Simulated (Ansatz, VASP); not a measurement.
One calculation of InP, two programs

INCAR

```
  PREC = Accurate
  ENCUT = 520
  EDIFF = 1E-8
  ISMEAR = -1
  SIGMA = 0.02
  LREAL = False
  LASPH = True
  NELM = 150
  ALGO = Normal
  ISIF = 2
  LWAVE = False
  LCHARG = False
  LNONCOLLINEAR = True
  MAGMOM = 0 0 0 0 0 0
  LORBIT = 11
  LSORBIT = True
  GGA_COMPAT = False
  LORBMOM = True
  GGA = PE
  LEFG = True
  NBANDS = 30
```

Contents of KPOINTS:

```
regular mesh
0
Gamma
  13 13 13
```

The input POSCAR:

```
InP
1.0
    0.0000000000      2.9343500000      2.9343500000
    2.9343500000      0.0000000000      2.9343500000
    2.9343500000      2.9343500000      0.0000000000
In P
1 1
Direct
    0.0000000000      0.0000000000      0.0000000000
    0.2500000000      0.2500000000      0.2500000000
```

Input for Ansatz:

```yaml
crystal:
  lattice:
    - [0.0, 2.93435, 2.93435]
    - [2.93435, 0.0, 2.93435]
    - [2.93435, 2.93435, 0.0]
  atoms:
    - { symbol: In, position: [0.0, 0.0, 0.0] }
    - { symbol: P, position: [0.25, 0.25, 0.25] }
kpoints:
  mp_grid: { grid: [13, 13, 13] }
scf:
  occupations: { method: fermi_dirac, width: 0.02 }
hamiltonian:
  xc: pbe
  pseudopotentials: { kind: paw_fr }
output:
  forces: true
  stress: true
  populations: true
  efg: { quadrupole_moments_barn: { In: 0.772 }, contact_densities: true }
magnetization:
  noncollinear: true
  spin_orbit: true
```

Alike in both runs: task electric field gradients; functional PBE; k mesh 13 × 13 × 13; occupations fermi-dirac, width 0.02 eV; non-collinear spin, spin-orbit coupling.

|  | VASP | Ansatz |
| --- | --- | --- |
| version | VASP 6.6.1 | Ansatz 0.2.0 |
| potentials or method | VASP PAW PBE potentials, release 64 (In_d, P) | plane-wave PAW |
| plane-wave cutoff (eV) | 520 | 420 |
| valence electrons in the cell | 18 | 18 |

|  | VASP | Ansatz | Ansatz less VASP |
| --- | --- | --- | --- |
| pressure (GPa) | 3.0 | 3.0 | +0.03 |
